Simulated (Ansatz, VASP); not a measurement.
## NiO in VASP and in Ansatz

```xyz
2
Lattice="0.0000 2.0859 2.0859 2.0859 0.0000 2.0859 2.0859 2.0859 0.0000" Properties=species:S:1:pos:R:3 pbc="T T T"
Ni    0.0000    0.0000    0.0000
O     2.0859    2.0859    2.0859
```

Alike in both runs: task relaxation of cell and atoms; functional SVWN5; k mesh 11 × 11 × 11; occupations fermi-dirac, width 0.05 eV; collinear spin.

|  | VASP | Ansatz |
| --- | --- | --- |
| version | VASP 6.6.1 | Ansatz 0.2.0 |
| potentials or method | VASP PAW PBE potentials, release 64 (Ni, O) | Ansatz PAW |
| plane-wave cutoff (eV) | 600 | 420 |
| valence electrons in the cell | 16 | 24 |

VASP gave:

- gap on the k mesh at the Fermi level, each at its own relaxed structure (eV): none
- net moment per atom (μB): 0.18
- size of the moment on the site where the two differ most (μB): 0.31
- relaxed volume (Å³/atom): 8.27
- relaxed cell length with the largest relative difference (Å): 2.860

Task: Estimate Ansatz's values.

Result: gap on the k mesh at the Fermi level, each at its own relaxed structure (eV): none; net moment per atom (μB): 0.16; size of the moment on the site where the two differ most (μB): 0.25; relaxed volume (Å³/atom): 8.26; relaxed cell length with the largest relative difference (Å): 2.859.

VASP's potentials were made for PBE, not for SVWN5. Site moments also hang on the region over which each program counts them. A gap of «none» marks a metal or a gap that the smearing closes. VASP's potentials hold 16 valence electrons a cell and Ansatz's 24, so a difference there can come from the potentials and not from the codes.

Noted on Ansatz's run: Pulay correction over one GPa; the plane-wave basis is chosen anew once the cell has moved, so the energies of steps on either side of that aren't comparable.
